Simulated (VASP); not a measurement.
# LiBr (Fm-3m) in VASP: single point with PBE

Aim: the single point of LiBr with PBE.

Everything below comes from runs of VASP 6.6.1. Logs are shortened: lines on timing, memory, paths and dates and some standing lists are left out, and cuts for length are marked.

### Step 1. The cell of the first run

The structure is cubic, space group Fm-3m (No. 225). The conventional cell has a = 5.509 Å, b = 5.509 Å, c = 5.509 Å, α = 90.00°, β = 90.00°, γ = 90.00°. Li (site symmetry m-3m) has 6 Br at 2.75 Å within 3.6 Å. Br (site symmetry m-3m) has 6 Li at 2.75 Å within 3.6 Å.

### Step 2. Single point, PBE

File INCAR:

```
PREC = Accurate ; ENCUT = 520
EDIFF = 1E-6 ; ISMEAR = 0
SIGMA = 0.01 ; LREAL = Auto
LASPH = True ; NELM = 60
ALGO = Normal ; ISIF = 2
LWAVE = False ; LCHARG = False
GGA = PE ; NBANDS = 102
```

File KPOINTS:

```
Automatic mesh
0
Gamma
  2 2 2
  0.5 0.5 0.5
```

File POSCAR:

```
LiBr
1.0
    5.5088933364     -5.5088933364     -5.5088933364
   -5.5088933364     -5.5088933364      5.5088933364
   -5.5088933364      5.5088933364     -5.5088933364
Li Br
16 16
Direct
    0.2500000000      0.2500000000      0.5000000000
    0.2500000000      0.5000000000      0.2500000000
    0.2500000000      0.7500000000      0.0000000000
    0.0000000000      0.2500000000      0.7500000000
    0.2500000000      0.0000000000      0.7500000000
    0.0000000000      0.5000000000      0.5000000000
    0.0000000000      0.7500000000      0.2500000000
    0.7500000000      0.2500000000      0.0000000000
    1.0000000000      1.0000000000      1.0000000000
    0.7500000000      0.5000000000      0.7500000000
    0.7500000000      0.7500000000      0.5000000000
    0.5000000000      0.2500000000      0.2500000000
    0.7500000000      0.0000000000      0.2500000000
    0.5000000000      0.5000000000      0.0000000000
    0.5000000000      0.7500000000      0.7500000000
    0.5000000000      0.0000000000      0.5000000000
    0.2500000000      0.5000000000      0.7500000000
    0.2500000000      0.7500000000      0.5000000000
    0.2500000000      0.0000000000      0.2500000000
    0.0000000000      0.5000000000      0.0000000000
    0.2500000000      0.2500000000      0.0000000000
    0.0000000000      0.7500000000      0.7500000000
    0.0000000000      0.0000000000      0.5000000000
    0.7500000000      0.5000000000      0.2500000000
    0.0000000000      0.2500000000      0.2500000000
    0.7500000000      0.7500000000      0.0000000000
    0.7500000000      0.0000000000      0.7500000000
    0.5000000000      0.5000000000      0.5000000000
    0.7500000000      0.2500000000      0.5000000000
    0.5000000000      0.7500000000      0.2500000000
    0.5000000000      0.0000000000      0.0000000000
    0.5000000000      0.2500000000      0.7500000000
```

Potentials or basis: VASP PAW PBE potentials, release 64 (Li_sv, Br).

On the command line:

```
$ cat potpaw_PBE.64/Li_sv/POTCAR potpaw_PBE.64/Br/POTCAR > POTCAR
$ mpirun -np 1 vasp_std > vasp.out
```

OUTCAR:

```text
PREC = Accurate
   ENCUT = 520
   EDIFF = 1E-6
   ISMEAR = 0
   LREAL = Auto
   LASPH = True
   NELM = 60
   ISIF = 2
   GGA = PE

 ion  position               nearest neighbor table
   1  0.250  0.250  0.500-
   2  0.250  0.500  0.250-
   3  0.250  0.750  0.000-
   4  0.000  0.250  0.750-
   5  0.250  0.000  0.750-
   6  0.000  0.500  0.500-
[... 24 lines left out ...]
  31  0.500  0.000  0.000-
  32  0.500  0.250  0.750-

  LATTYP: Found a body centered cubic cell.
 ALAT       =    11.0177866728

  Lattice vectors:

 A1 = (   5.5088933364,  -5.5088933364,  -5.5088933364)
 A2 = (  -5.5088933364,  -5.5088933364,   5.5088933364)
 A3 = (  -5.5088933364,   5.5088933364,  -5.5088933364)

Analysis of symmetry for initial positions (statically):
=====================================================================
 Subroutine PRICEL returns following result:

  LATTYP: Found a face centered cubic cell.
 ALAT       =     5.5088933364

  Lattice vectors:

 A1 = (  -2.7544466682,   0.0000000000,   2.7544466682)
 A2 = (   0.0000000000,   2.7544466682,   2.7544466682)
 A3 = (  -2.7544466682,   2.7544466682,   0.0000000000)

  16 primitive cells build up your supercell.

 Routine SETGRP: Setting up the symmetry group for a
 body centered cubic supercell.

 Subroutine GETGRP returns: Found 48 space group operations
 (whereof 48 operations were pure point group operations)
 out of a pool of 48 trial point group operations.

The static configuration has the point symmetry O_h .

Analysis of symmetry for dynamics (positions and initial velocities):
=====================================================================
 Subroutine PRICEL returns following result:

  LATTYP: Found a face centered cubic cell.
 ALAT       =     5.5088933364

  Lattice vectors:

 A1 = (  -2.7544466682,   0.0000000000,   2.7544466682)
 A2 = (   0.0000000000,   2.7544466682,   2.7544466682)
 A3 = (  -2.7544466682,   2.7544466682,   0.0000000000)

  16 primitive cells build up your supercell.

 Routine SETGRP: Setting up the symmetry group for a
 body centered cubic supercell.

 Subroutine GETGRP returns: Found 48 space group operations
 (whereof 48 operations were pure point group operations)
[... 85 lines left out ...]
   ISIF   =      2    stress and relaxation
   ISYM   =      2    0-nonsym 1-usesym 2-fastsym
   POTIM  = 0.5000    time-step for ionic-motion
   TEBEG  =    0.0;   TEEND  =   0.0 temperature during run
   PSTRESS=    0.0 pullay stress
   NELECT =     160.0000    total number of electrons
   NUPDOWN=      -1.0000    fix difference up-down
   EMIN   =  10.00;   EMAX   =-10.00  energy-range for DOS
   EFERMI =   0.00;   METHOD = LEGACY
   ISMEAR =     0;   SIGMA  =   0.01  broadening in eV -4-tet -1-fermi 0-gaus
   EFERMI_NEDOS =   21; number of points for ismear=-14 and -15
   IALGO  =     38    algorithm
   IMIX   =      4    mixing-type and parameters
     AMIX     =   0.40;   BMIX     =  1.00
     AMIX_MAG =   1.60;   BMIX_MAG =  1.00
  volume/ion in A,a.u.               =      20.90       141.03
  Fermi-wavevector in a.u.,A,eV,Ry     =   1.016320  1.920566 14.053543  1.032906
  Thomas-Fermi vector in A             =   2.149657
   LORBIT       =      0    0 simple, 1 ext, 2 COOP (PROOUT), +10 PAW based schemes
   GGA     = PE    functional components
   LHFCALC =     F    Hartree Fock is set to
   AEXX    =    0.0000 exact exchange contribution
   IVDW    =     0    specifies the selected vdW correction
   LEPSILON=     F    determine dielectric tensor
   LRPA    =     F    only Hartree local field effects (RPA)
 non-spin polarized calculation
 Gauss-broadening in eV      SIGMA  =   0.01
  energy-cutoff  :      520.00
  volume of cell :      668.73
 maximum number of plane-waves:     18000
 NGX is ok and might be reduce to    70
   NGX = 35   NGY = 35   NGZ = 35

 number of electron     160.0000141 magnetization

 Free energy of the ion-electron system (eV)
  ---------------------------------------------------
  ext. energy  EPLUGINS =         0.00000000
  ---------------------------------------------------
  free energy    TOTEN  =      -106.31079340 eV

  energy without entropy =     -106.31079340  energy(sigma->0) =     -106.31079340

 E-fermi :   0.3076     XC(G=0):  -8.4084

 val. band max:        0.1453609736   @ k =   0.2500   0.2500   0.2500
 cond. band min:       6.0081241237   @ k =  -0.2500   0.2500   0.2500
 fundamental gap:      5.8627631501
 Fermi energy:         0.3076497032

 k-point     1 :       0.2500    0.2500    0.2500
  band No.  band energies     occupation
      1     -44.1298      2.00000
      2     -44.1298      2.00000
      3     -44.1298      2.00000
      4     -44.1298      2.00000
      5     -44.1291      2.00000
      6     -44.1291      2.00000
[... 84 lines left out ...]
     91       7.0906      0.00000
     92       7.0906      0.00000

 k-point     2 :      -0.2500    0.2500    0.2500
  band No.  band energies     occupation
      1     -44.1301      2.00000
      2     -44.1295      2.00000
      3     -44.1295      2.00000
      4     -44.1295      2.00000
      5     -44.1295      2.00000
      6     -44.1293      2.00000
[... 84 lines left out ...]
     91       7.4694      0.00000
     92       7.4694      0.00000
 [bands above 92 left out]

------------------------ aborting loop because EDIFF is reached ----------------------------------------

  FORCE on cell =-STRESS in cart. coord.  units (eV):
  Direction    XX          YY          ZZ          XY          YZ          ZX
  --------------------------------------------------------------------------------------
  -------------------------------------------------------------------------------------
  Total       -0.4168671     -0.4168671     -0.4168671     -0.0000000      0.0000000      0.0000000
  in kB       -0.9987461     -0.9987461     -0.9987461     -0.0000000      0.0000000      0.0000000
  external PRESSURE =      -0.9987461 kB  Pullay stress =       0.0000000 kB

 VOLUME and BASIS-vectors are now :
 -----------------------------------------------------------------------------
  energy-cutoff  :      520.00
  volume of cell :      668.73
      direct lattice vectors                 reciprocal lattice vectors
     5.508893336 -5.508893336 -5.508893336     0.000000000 -0.090762331 -0.090762331
    -5.508893336 -5.508893336  5.508893336    -0.090762331 -0.090762331  0.000000000
    -5.508893336  5.508893336 -5.508893336    -0.090762331  0.000000000 -0.090762331

 POSITION                                       TOTAL-FORCE (eV/Angst)
 -----------------------------------------------------------------------------------
     -2.75445      0.00000     -2.75445         0.000000      0.000000      0.000000
     -2.75445     -2.75445      0.00000         0.000000     -0.000000     -0.000000
     -2.75445     -5.50889      2.75445         0.000000     -0.000000      0.000000
     -5.50889      2.75445     -2.75445        -0.000000      0.000000     -0.000000
     -2.75445      2.75445     -5.50889        -0.000000      0.000000      0.000000
     -5.50889      0.00000      0.00000         0.000000      0.000000      0.000000
[... 24 lines left out ...]
      2.75445     -2.75445     -2.75445        -0.000000     -0.000000      0.000000
     -2.75445      0.00000     -5.50889         0.000000      0.000000     -0.000000
 -----------------------------------------------------------------------------------
    total drift:                               -0.000000      0.000000     -0.000000

  FREE ENERGIE OF THE ION-ELECTRON SYSTEM (eV)
  ---------------------------------------------------
  free  energy   TOTEN  =      -106.3107933981 eV

  energy  without entropy=     -106.3107933981  energy(sigma->0) =     -106.31079340
```

OSZICAR:

```text
N       E                     dE             d eps       ncg     rms          rms(c)
DAV:   1     0.143685067442E+04    0.14369E+04   -0.64058E+04   408   0.152E+03
DAV:   2     0.114379024845E+03   -0.13225E+04   -0.12302E+04   488   0.358E+02
DAV:   3    -0.849695098496E+02   -0.19935E+03   -0.19836E+03   540   0.128E+02
DAV:   4    -0.103201081981E+03   -0.18232E+02   -0.18113E+02   632   0.404E+01
DAV:   5    -0.106707437633E+03   -0.35064E+01   -0.35031E+01   680   0.106E+01    0.785E+00
DAV:   6    -0.106208642882E+03    0.49879E+00   -0.17542E+00   512   0.367E+00    0.498E+00
DAV:   7    -0.106278988030E+03   -0.70345E-01   -0.10982E+00   632   0.231E+00    0.157E+00
DAV:   8    -0.106306765801E+03   -0.27778E-01   -0.13205E-01   576   0.881E-01    0.224E-01
DAV:   9    -0.106308885018E+03   -0.21192E-02   -0.56018E-03   624   0.184E-01    0.145E-01
DAV:  10    -0.106310759824E+03   -0.18748E-02   -0.25343E-03   552   0.155E-01    0.221E-02
DAV:  11    -0.106310787971E+03   -0.28148E-04   -0.51274E-05   608   0.208E-02    0.138E-02
DAV:  12    -0.106310793565E+03   -0.55942E-05   -0.18082E-05   536   0.122E-02    0.229E-03
DAV:  13    -0.106310793398E+03    0.16734E-06   -0.19175E-06   392   0.368E-03
   1 F= -.10631079E+03 E0= -.10631079E+03  d E =-.467227-116
```

Run time: 7.3 min. Hardware: 1 thread of Intel Xeon 8259CL, shared host; peak memory 0.73 GiB.

What came out:

```yaml
Free_energy: -106.3108 eV
Band_gap_on_the_k_mesh: 5.86 eV
```

Levels at points of the mesh, in eV from the valence-band top:
| k point | band 78 | band 79 | band 80 | band 81 | band 82 | band 83 |
| --- | --- | --- | --- | --- | --- | --- |
| (0.25, 0.25, 0.25) | 0.00 | 0.00 | 0.00 | 6.10 | 6.10 | 6.10 |

Caveat: the cutoff is under 1.25 times the usual one of these potentials, so pressure, stress and relaxed cells hold a basis-set (Pulay) error; a shifted mesh leaves out Γ, where band edges can lie.
